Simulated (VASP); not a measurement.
LaZn, 2 atoms in the cell. It takes space group Pm-3m (No. 221, cubic). Conventional cell: a = 3.775 Å, b = 3.775 Å, c = 3.775 Å, α = 90.00°, β = 90.00°, γ = 90.00°. Within 4.3 Å of La (site symmetry m-3m) lie 8 Zn at 3.27 Å and 6 La at 3.77 Å. Within 4.3 Å of Zn (site symmetry m-3m) lie 8 La at 3.27 Å and 6 Zn at 3.77 Å. 

| Item | Value |
| --- | --- |
| Program | VASP 6.6.1 |
| Task | electric field gradients |
| Functional | LDA |
| Potentials or basis | VASP PAW LDA potentials, release 64 (La, Zn) |
| Cutoff | 520 eV |
| k mesh | 9 × 9 × 9 |
| Occupations | fermi-dirac, width 0.05 eV |
| Spin | no spin polarisation |
| Dipole correction | no |
| Further INCAR settings | ALGO = Normal; EDIFF = 1e-08; NBANDS = 18 |

Potentials or basis: VASP PAW LDA potentials, release 64 (La, Zn).

The run is started by

```bash
$ cat potpaw_LDA.64/La/POTCAR potpaw_LDA.64/Zn/POTCAR > POTCAR
$ mpirun -np 1 vasp_std > vasp.out
```

Hardware: 1 thread of Intel Xeon 8259CL, on a shared host.

**Question.** How long does it take, and how much memory?

**Answer.** Run time: 59 s on 1 thread of Intel Xeon 8259CL (shared host), peak memory 0.18 GiB. Counts: scf iterations 14, k points 35.
